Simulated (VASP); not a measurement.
# LiCl (Immm) in VASP: a series of runs

The runs below take LiCl through single point, with PBE, r2SCAN.

All numbers are computed with VASP 6.6.1; they aren't measurements. Logs are shortened: lines on timing, memory, paths and dates and some standing lists are left out, and cuts for length are marked.

**1. The cell of the first run**

Symmetry: Immm, No. 71, orthorhombic system. The conventional cell has a = 3.572 Å, b = 3.657 Å, c = 5.112 Å, α = 90.00°, β = 90.00°, γ = 90.00°. Li (site symmetry mmm) has 6 Cl at 2.56 Å within 3.4 Å. Cl (site symmetry mmm) has 6 Li at 2.56 Å within 3.4 Å.

**2. Single point, PBE (shear xy strain +2.4%)**

Input file INCAR:

```
SYSTEM = LiCl
ALGO = Normal
EDIFF = 1E-7
ENCUT = 520
GGA = PE
ISIF = 2
ISMEAR = -1
LASPH = .True.
LCHARG = .False.
LREAL = .False.
LWAVE = .False.
NBANDS = 12
NELM = 60
PREC = Accurate
SIGMA = 0.02
```

Input file KPOINTS:

```
k-points
0
Gamma
  8 8 8
  0 0 0
```

Input file POSCAR:

```
LiCl
1.0
    0.0301610974      2.5560252063      2.5560252063
    2.5560252063      0.0301610974      2.5560252063
    2.5861863037      2.5861863037      0.0000000000
Li Cl
1 1
Direct
    0.0000000000      0.0000000000      0.0000000000
    0.5000000000      0.5000000000      0.5000000000
```

Potentials or basis: VASP PAW PBE potentials, release 64 (Li_sv, Cl).

Started as:

```bash
$ cat potpaw_PBE.64/Li_sv/POTCAR potpaw_PBE.64/Cl/POTCAR > POTCAR
$ mpirun -np 1 vasp_std > vasp.out
```

OUTCAR:

```text
SYSTEM = LiCl
   EDIFF = 1E-7
   ENCUT = 520
   GGA = PE
   ISIF = 2
   ISMEAR = -1
   LASPH = .True.
   LREAL = .False.
   NELM = 60
   PREC = Accurate

 ion  position               nearest neighbor table
   1  0.000  0.000  0.000-   2 2.56   2 2.56   2 2.56   2 2.56   2 2.56   2 2.56
   2  0.500  0.500  0.500-   1 2.56   1 2.56   1 2.56   1 2.56   1 2.56   1 2.56

  LATTYP: Found a body centered orthorhombic cell.
 ALAT       =     3.5721112795
 B/A-ratio  =     1.0238818053
 C/A-ratio  =     1.4311005488

  Lattice vectors:

 A1 = (   2.5560252063,   0.0301610974,  -2.5560252063)
 A2 = (  -2.5560252063,  -0.0301610974,  -2.5560252063)
 A3 = (   0.0301610974,   2.5560252063,   2.5560252063)

Analysis of symmetry for initial positions (statically):
=====================================================================
 Subroutine PRICEL returns:
 Original cell was already a primitive cell.

 Routine SETGRP: Setting up the symmetry group for a
 body centered orthorhombic supercell.

 Subroutine GETGRP returns: Found  8 space group operations
 (whereof  8 operations were pure point group operations)
 out of a pool of  8 trial point group operations.

The static configuration has the point symmetry D_2h.

Analysis of symmetry for dynamics (positions and initial velocities):
=====================================================================
 Subroutine PRICEL returns:
 Original cell was already a primitive cell.

 Routine SETGRP: Setting up the symmetry group for a
 body centered orthorhombic supercell.

 Subroutine GETGRP returns: Found  8 space group operations
 (whereof  8 operations were pure point group operations)
 out of a pool of  8 trial point group operations.

The dynamic configuration has the point symmetry D_2h.

 Subroutine INISYM returns: Found  8 space group operations
 (whereof  8 operations are pure point group operations),
 and found     1 'primitive' translations

----------------------------------------------------------------------------------------

                                     Primitive cell

  volume of cell :      33.3937

  direct lattice vectors                    reciprocal lattice vectors
     0.030161097  2.556025206  2.556025206    -0.197952059  0.197952059  0.195616224
     2.556025206  0.030161097  2.556025206     0.197952059 -0.197952059  0.195616224
     2.586186304  2.586186304  0.000000000     0.193334873  0.193334873 -0.195616224

  length of vectors
     3.614891340  3.614891340  3.657419746     0.341519754  0.341519754  0.336188122

  position of ions in fractional coordinates (direct lattice)
     0.000000000  0.000000000  0.000000000
     0.500000000  0.500000000  0.500000000

  ion indices of the primitive-cell ions
   primitive index   ion index
                 1           1
                 2           2

----------------------------------------------------------------------------------------

 KPOINTS: k-points

Automatic generation of k-mesh.
 Grid dimensions read from file:
 generate k-points for:    8    8    8

 Generating k-lattice:

  Cartesian coordinates                     Fractional coordinates (reciprocal lattice)
    -0.024744007  0.024744007  0.024452028     0.125000000 -0.000000000  0.000000000
     0.024744007 -0.024744007  0.024452028    -0.000000000  0.125000000  0.000000000
     0.024166859  0.024166859 -0.024452028     0.000000000  0.000000000  0.125000000

  Length of vectors
     0.042689969  0.042689969  0.042023515

  Shift w.r.t. Gamma in fractional coordinates (k-lattice)
     0.000000000  0.000000000  0.000000000

 Subroutine IBZKPT returns following result:
 ===========================================

 Found     95 irreducible k-points:

 Following reciprocal coordinates:
            Coordinates               Weight
  0.000000  0.000000  0.000000      1.000000
  0.125000  0.000000  0.000000      4.000000
  0.250000  0.000000  0.000000      4.000000
  0.375000  0.000000  0.000000      4.000000
  0.500000  0.000000  0.000000      2.000000
  0.125000  0.125000  0.000000      2.000000
[... 16 lines left out ...]
  0.125000 -0.000000  0.125000      4.000000
  0.250000  0.000000  0.125000      8.000000
 [... further k-points ...]
   k-points           NKPTS =     95   k-points in BZ     NKDIM =     95   number of bands    NBANDS=     12
   number of dos      NEDOS =    301   number of ions     NIONS =      2
   total plane-waves  NPLWV =  21952
   dimension x,y,z NGX =    28 NGY =   28 NGZ =   28
   dimension x,y,z NGXF=    56 NGYF=   56 NGZF=   56
   ions per type =               1   1
   NGX,Y,Z   is equivalent  to a cutoff of  12.88, 12.88, 12.73 a.u.
   NGXF,Y,Z  is equivalent  to a cutoff of  25.75, 25.75, 25.45 a.u.
 SYSTEM =  LiCl
   PREC   = accura    normal or accurate (medium, high low for compatibility)
   ISTART =      0    job   : 0-new  1-cont  2-samecut
   ICHARG =      2    charge: 1-file 2-atom 10-const
   ISPIN  =      1    spin polarized calculation?
   LNONCOLLINEAR =      F non collinear calculations
   LSORBIT =      F    spin-orbit coupling
   LASPH  =      T    aspherical Exc in radial PAW
   ENCUT  =  520.0 eV  38.22 Ry    6.18 a.u.   6.72  6.72  6.80*2*pi/ulx,y,z
   NELM   =     60;   NELMIN=  2; NELMDL= -5     # of ELM steps
   EDIFF  = 0.1E-06   stopping-criterion for ELM
   LREAL  =      F    real-space projection
   EDIFFG = 0.1E-05   stopping-criterion for IOM
   NSW    =      0    number of steps for IOM
   IBRION =     -1    ionic relax: 0-MD 1-quasi-New 2-CG
   NFREE  =      0    steps in history (QN), initial steepest desc. (CG)
   ISIF   =      2    stress and relaxation
   ISYM   =      2    0-nonsym 1-usesym 2-fastsym
   POTIM  = 0.5000    time-step for ionic-motion
   TEBEG  =    0.0;   TEEND  =   0.0 temperature during run
   PSTRESS=    0.0 pullay stress
   NELECT =      10.0000    total number of electrons
   NUPDOWN=      -1.0000    fix difference up-down
   EMIN   =  10.00;   EMAX   =-10.00  energy-range for DOS
   EFERMI =   0.00;   METHOD = LEGACY
   ISMEAR =    -1;   SIGMA  =   0.02  broadening in eV -4-tet -1-fermi 0-gaus
   EFERMI_NEDOS =   21; number of points for ismear=-14 and -15
   IALGO  =     38    algorithm
   IMIX   =      4    mixing-type and parameters
     AMIX     =   0.40;   BMIX     =  1.00
     AMIX_MAG =   1.60;   BMIX_MAG =  1.00
  volume/ion in A,a.u.               =      16.70       112.68
  Fermi-wavevector in a.u.,A,eV,Ry     =   1.095267  2.069754 16.321671  1.199609
  Thomas-Fermi vector in A             =   2.231587
   LORBIT       =      0    0 simple, 1 ext, 2 COOP (PROOUT), +10 PAW based schemes
   GGA     = PE    functional components
   LHFCALC =     F    Hartree Fock is set to
   AEXX    =    0.0000 exact exchange contribution
   IVDW    =     0    specifies the selected vdW correction
   LEPSILON=     F    determine dielectric tensor
   LRPA    =     F    only Hartree local field effects (RPA)
 non-spin polarized calculation
  energy-cutoff  :      520.00
  volume of cell :       33.39
 maximum number of plane-waves:       917
   NGX = 13   NGY = 13   NGZ = 13

 number of electron      10.0000003 magnetization

 Free energy of the ion-electron system (eV)
  ---------------------------------------------------
  ext. energy  EPLUGINS =         0.00000000
  ---------------------------------------------------
  free energy    TOTEN  =        -7.38305524 eV

  energy without entropy =       -7.38305524  energy(sigma->0) =       -7.38305524

 E-fermi :   1.2787     XC(G=0):  -8.7757

 val. band max:        0.7320550905   @ k =   0.0000   0.0000   0.0000
 cond. band min:       7.0560481655   @ k =   0.0000   0.0000   0.0000
 fundamental gap:      6.3239930750
 Fermi energy:         1.2787481633

 k-point     1 :       0.0000    0.0000    0.0000
  band No.  band energies     occupation
      1     -42.8476      2.00000
      2     -12.7748      2.00000
      3       0.5884      2.00000
      4       0.6572      2.00000
      5       0.7321      2.00000
      6       7.0560      0.00000
      7      12.4123      0.00000
      8      12.6089      0.00000
      9      12.8042      0.00000
     10      15.2095      0.00000
     11      15.2408      0.00000
     12      15.2996      0.00000

 k-point     2 :       0.1250    0.0000    0.0000
  band No.  band energies     occupation
      1     -42.8472      2.00000
      2     -12.6950      2.00000
      3       0.1663      2.00000
      4       0.5477      2.00000
      5       0.6359      2.00000
      6       7.5126      0.00000
      7      11.9145      0.00000
      8      12.3645      0.00000
      9      12.5700      0.00000
     10      13.6769      0.00000
     11      13.8031      0.00000
     12      15.6962      0.00000

 k-point     3 :       0.2500    0.0000    0.0000
  band No.  band energies     occupation
      1     -42.8461      2.00000
      2     -12.4911      2.00000
      3      -0.9135      2.00000
      4       0.4553      2.00000
      5       0.5265      2.00000
      6       7.8952      0.00000
      7      11.2406      0.00000
      8      11.3726      0.00000
      9      11.7634      0.00000
     10      14.4825      0.00000
     11      14.7301      0.00000
     12      16.2421      0.00000
[... 286 lines left out ...]
 k-point    23 :       0.1250   -0.0000    0.1250
  band No.  band energies     occupation
      1     -42.8471      2.00000
      2     -12.6708      2.00000
      3       0.1738      2.00000
      4       0.4720      2.00000
      5       0.4829      2.00000
      6       7.7655      0.00000
      7      11.6016      0.00000
      8      12.1801      0.00000
      9      12.7041      0.00000
     10      12.7145      0.00000
     11      15.5704      0.00000
     12      16.1677      0.00000

 k-point    24 :       0.2500    0.0000    0.1250
  band No.  band energies     occupation
      1     -42.8462      2.00000
      2     -12.5042      2.00000
      3      -0.6332      2.00000
      4       0.2936      2.00000
      5       0.3607      2.00000
      6       8.4224      0.00000
      7      10.9044      0.00000
      8      11.0403      0.00000
      9      12.3033      0.00000
     10      13.4190      0.00000
     11      15.5855      0.00000
     12      16.8744      0.00000

 [... further k-points ...]

------------------------ aborting loop because EDIFF is reached ----------------------------------------

  FORCE on cell =-STRESS in cart. coord.  units (eV):
  Direction    XX          YY          ZZ          XY          YZ          ZX
  --------------------------------------------------------------------------------------
  -------------------------------------------------------------------------------------
  Total        0.1362928      0.1362928      0.1304088     -0.1270841      0.0000000      0.0000000
  in kB        6.5391071      6.5391071      6.2568038     -6.0972897      0.0000000      0.0000000
  external PRESSURE =       6.4450060 kB  Pullay stress =       0.0000000 kB

 VOLUME and BASIS-vectors are now :
 -----------------------------------------------------------------------------
  energy-cutoff  :      520.00
  volume of cell :       33.39
      direct lattice vectors                 reciprocal lattice vectors
     0.030161097  2.556025206  2.556025206    -0.197952059  0.197952059  0.195616224
     2.556025206  0.030161097  2.556025206     0.197952059 -0.197952059  0.195616224
     2.586186304  2.586186304  0.000000000     0.193334873  0.193334873 -0.195616224

 POSITION                                       TOTAL-FORCE (eV/Angst)
 -----------------------------------------------------------------------------------
      0.00000      0.00000      0.00000         0.000000     -0.000000     -0.000000
      2.58619      2.58619      2.55603         0.000000      0.000000      0.000000
 -----------------------------------------------------------------------------------
    total drift:                                0.000000      0.000000      0.000000

  FREE ENERGIE OF THE ION-ELECTRON SYSTEM (eV)
  ---------------------------------------------------
  free  energy   TOTEN  =        -7.3830552351 eV

  energy  without entropy=       -7.3830552351  energy(sigma->0) =       -7.38305524
```

Wall time 88 s (1 thread of Oxide Virtual Turin-like, shared host); peak memory 0.13 GiB.

What came out:

| Quantity | Value |
| --- | --- |
| Free energy | -7.3831 eV |
| Band gap on the k mesh | 6.32 eV, direct |

Caveat: the cell differs from its parent crystal (shear xy strain +2.4%); the cutoff is under 1.25 times the usual one of these potentials, so pressure, stress and relaxed cells hold a basis-set (Pulay) error. A k mesh can miss the band edges.

**3. Single point, r2SCAN (shear xy strain +2.4%)**

POSCAR is that of step 2.

Input file INCAR.step1:

```
SYSTEM = LiCl
  PREC = Accurate
  ENCUT = 520
  ISMEAR = 0
  SIGMA = 0.01
  LREAL = .FALSE.
  LASPH = .TRUE.
  NELM = 60
  NBANDS = 12
  GGA = PE
  ALGO = Normal
  EDIFF = 1E-4
  LWAVE = .TRUE.
  LCHARG = .FALSE.
```

Input file INCAR.step2:

```
SYSTEM = LiCl
  PREC = Accurate
  ENCUT = 520
  EDIFF = 1E-6
  ISMEAR = 0
  SIGMA = 0.01
  LREAL = .FALSE.
  LASPH = .TRUE.
  NELM = 60
  ALGO = Normal
  ISIF = 2
  LWAVE = .FALSE.
  LCHARG = .FALSE.
  METAGGA = R2SCAN
  LMIXTAU = .TRUE.
  NBANDS = 12
  ISTART = 1
```

Input file KPOINTS:

```
regular mesh
0
G
  8 8 8
  0 0 0
```

Potentials or basis: VASP PAW PBE potentials, release 64 (Li_sv, Cl).

Started as:

```bash
$ cat potpaw_PBE.64/Li_sv/POTCAR potpaw_PBE.64/Cl/POTCAR > POTCAR
$ cp INCAR.step1 INCAR
$ mpirun -np 1 vasp_std > vasp.out
$ cp INCAR.step2 INCAR
$ mpirun -np 1 vasp_std > vasp.out
```

It took 4.7 min on 1 thread of Oxide Virtual Turin-like, shared host; peak memory 0.14 GiB.

Results (log left out):

```
Free energy            : -12.5864 eV
Band gap on the k mesh : 7.28 eV, direct
```

Levels at points of the mesh, in eV from the valence-band top:
```tsv
k point	band 3	band 4	band 5	band 6	band 7	band 8
(0.00, 0.00, 0.00)	-0.15	-0.08	0.00	7.28	12.40	12.60
(0.50, 0.00, 0.00)	-2.95	-0.42	-0.37	7.41	10.08	10.24
(0.50, 0.50, 0.00)	-3.06	-1.33	-1.11	8.63	8.93	13.59
(0.00, 0.00, 0.50)	-2.97	-0.34	-0.29	7.53	10.25	10.41
(0.50, 0.00, 0.50)	-3.06	-1.22	-1.22	8.72	8.84	13.57
```

Caveat: the cell differs from its parent crystal (shear xy strain +2.4%); the cutoff is under 1.25 times the usual one of these potentials, so pressure, stress and relaxed cells hold a basis-set (Pulay) error; the PAW data sets were made with another functional, which shifts forces and pressure a little. A k mesh can miss the band edges.
